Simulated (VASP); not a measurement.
A run of VASP 6.6.1 is set up as follows.

The input INCAR:

```
SYSTEM = H6C
PREC = Accurate ; ENCUT = 520
EDIFF = 1E-6 ; ISMEAR = -1
SIGMA = 0.05 ; LREAL = .False.
LASPH = .True. ; NELM = 120
ALGO = Normal ; ISIF = 2
LWAVE = .False. ; LCHARG = .False.
GGA = PE ; IVDW = 12
NBANDS = 40 ; GGA_COMPAT = .False.
```

Contents of KPOINTS:

```
regular mesh
0
Gamma
  1 1 1
  0 0 0
```

The input POSCAR:

```
H6C
1.0
    7.1919660000      0.0000000000      0.0000000000
    0.0000000000      7.1919660000      0.0000000000
    0.0000000000      0.0000000000      7.1919660000
H C
24 4
Direct
    0.9861698456      0.2309938618      1.0250187501
    0.9756581163      0.3326350542      1.0525494698
   -0.0474835393      0.1113881795      0.6572333629
    0.0385151988      0.0584680183      0.6615854413
    0.4645461338      0.5714849041      0.2849290444
    0.3979996568      0.5919104734      0.2092473741
    0.3907137492      0.0584541139      0.8173703825
    0.4157833894     -0.0379868314      0.8424122139
    0.0296441891      0.8290222729      0.8482103503
   -0.2020309885      0.8171340076      0.9535918273
   -0.0030450645      0.7137130515      1.0622547437
   -0.0997780023      0.6255174176      0.8446647273
    0.2520312248      0.9340978531      0.1640719659
    0.1675897800      1.0781474773      0.3700379006
    0.3722904141      0.9529800336      0.3786030134
    0.1515301936      0.8226123427      0.3603048179
    0.4847075195      0.4251132444      0.8409800603
    0.2450373097      0.5016847966      0.8356407692
    0.3525739693      0.4090536579      0.6301058709
    0.4191482552      0.6246136314      0.7152564403
    0.7665358818      0.4205247911      0.2356518371
    0.6765326755      0.1859992108      0.2817866492
    0.6397694316      0.3620567728      0.4316066010
    0.8771871280      0.2575234644      0.4038812197
   -0.0671026532      0.7514635080      0.9257274019
    0.2323843022      0.9432747596      0.3123763377
    0.3755579490      0.4873632606      0.7518667357
    0.7446920633      0.3055353710      0.3387529919
```

Potentials or basis: VASP PAW PBE potentials, release 64 (H, C).

Run with:

```console
$ cat potpaw_PBE.64/H/POTCAR potpaw_PBE.64/C/POTCAR > POTCAR
$ mpirun -np 1 vasp_gam > vasp.out
```

(1) Predict the pressure.

(2) Predict the largest force.

(3) Predict the dispersion energy per atom.

Results:

(1) 0.0 GPa.

(2) 2.311 eV/Å.

(3) -0.022 eV.

Caveat: the k points lie up to 0.87 Å⁻¹ apart.
